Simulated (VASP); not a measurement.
The system is Al.

```
Al
1.0
    -1.59122    1.59122    1.59122
     1.59122   -1.59122    1.59122
     1.59122    1.59122   -1.59122
Al
1
Direct
  0.00000 0.00000 0.00000
```

This isn't the form of Al at room conditions, which is fcc.

```yaml
Program: VASP 6.6.1
Task: relaxation of cell and atoms
Functional: PBEsol-based global hybrid with 25 % exact exchange
Potentials_or_basis: VASP PAW PBE potentials, release 64 (Al)
Cutoff: 600 eV
k_mesh: 6 × 6 × 6
Occupations: fermi-dirac, width 0.05 eV
Spin: no spin polarisation
```

At the start: pressure 2.3 GPa; volume 16.12 Å³/atom.

How do energy, volume and symmetry change on relaxing?

Over 3 steps the energy falls by 3.1 meV/atom and the volume is 16.56 Å³/atom (+2.7 %); space group Im-3m (No. 229, to 0.1 Å) before and after.

The path:
```tsv
step	energy change (eV)	largest force (eV/Å)	pressure (GPa)	volume (Å³)
1	0.0000	0.0000	2.28	16.12
2	-0.0029	0.0000	-0.48	16.66
3	-0.0031	0.0000	0.00	16.56
```

Final structure:
```xyz
1
Lattice="-1.6056 1.6056 1.6056 1.6056 -1.6056 1.6056 1.6056 1.6056 -1.6056" Properties=species:S:1:pos:R:3 pbc="T T T"
Al    0.0000    0.0000    0.0000
```

Caveat: the k points lie up to 0.46 Å⁻¹ apart in the final cell, too coarse for converged energies and pressures of a metal; the PAW data sets were made with another functional, which shifts forces and pressure a little.
